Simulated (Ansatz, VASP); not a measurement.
**Two plane-wave programs on GaSb**

The input POSCAR:

```
GaSb
1.0
    0.0000000000      3.0556142815      3.0556142815
    3.0556142815      0.0000000000      3.0556142815
    3.0556142815      3.0556142815      0.0000000000
Ga Sb
1 1
Direct
    0.0000000000      0.0000000000      0.0000000000
    0.2500000000      0.2500000000      0.2500000000
```

Contents of INCAR.step1:

```
SYSTEM = GaSb
PREC = Accurate
ENCUT = 520
EDIFF = 1E-5
ISMEAR = 0
SIGMA = 0.1
LREAL = .FALSE.
LASPH = .TRUE.
NELM = 60
ALGO = Normal
ISIF = 2
LWAVE = .TRUE.
GGA = PE
NBANDS = 16
```

File INCAR.step2:

```
SYSTEM = GaSb
PREC = Accurate
ENCUT = 520
EDIFF = 1E-6
ISMEAR = 0
SIGMA = 0.1
LREAL = .FALSE.
LASPH = .TRUE.
NELM = 60
ALGO = Normal
ISIF = 2
LWAVE = .FALSE.
LCHARG = .TRUE.
GGA = PE
LHFCALC = .TRUE.
AEXX = 0.25
PRECFOCK = Normal
LELF = .TRUE.
LVHAR = .TRUE.
ISTART = 1
NBANDS = 16
```

Contents of KPOINTS:

```
regular mesh
0
G
  4 4 4
  0 0 0
```

Input for Ansatz:

```yaml
crystal:
  lattice:
    - [0.0, 3.0556142815, 3.0556142815]
    - [3.0556142815, 0.0, 3.0556142815]
    - [3.0556142815, 3.0556142815, 0.0]
  atoms:
    - { symbol: Ga, position: [0.0, 0.0, 0.0] }
    - { symbol: Sb, position: [0.25, 0.25, 0.25] }
basis:
  ecutwfc: 420
kpoints:
  mp_grid: { grid: [4, 4, 4] }
  band_path:
    path:
      - [0.0, 0.0, 0.0]
      - [-0.5, -0.5, 0.0]
      - [-0.375, -0.375, 0.25]
      - [-0.375, 0.0, 0.375]
      - [0.0, 0.0, 0.5]
      - [-0.5, -0.25, 0.25]
    npoints: 1
hamiltonian:
  xc: pbe0
scf:
  occupations: { method: gaussian, width: 0.1 }
  n_extra_bands: 4
output:
  eigenvalues: true
```

Alike in both runs: task single point; functional PBE0; k mesh 4 × 4 × 4; occupations gaussian, width 0.1 eV; no spin polarisation.

|  | VASP | Ansatz |
| --- | --- | --- |
| version | VASP 6.6.1 | Ansatz 0.2.0 |
| potentials or method | VASP PAW PBE potentials, release 64 (Ga_d, Sb), cutoff 520 eV | scalar-relativistic, plane waves, PAW |
| valence electrons in the cell | 18 | 28 |

|  | VASP | Ansatz | Ansatz less VASP |
| --- | --- | --- | --- |
| gap on the k mesh at the Fermi level (eV) | 1.63 | 1.55 | -0.079 |
| least direct gap on the mesh (eV) | 1.63 | 1.55 | -0.079 |

VASP's potentials hold 18 valence electrons a cell and Ansatz's 28, so a difference there can come from the potentials and not from the codes.

The k mesh is coarse, so the values compare programs but aren't converged. Spin-orbit coupling is off throughout.
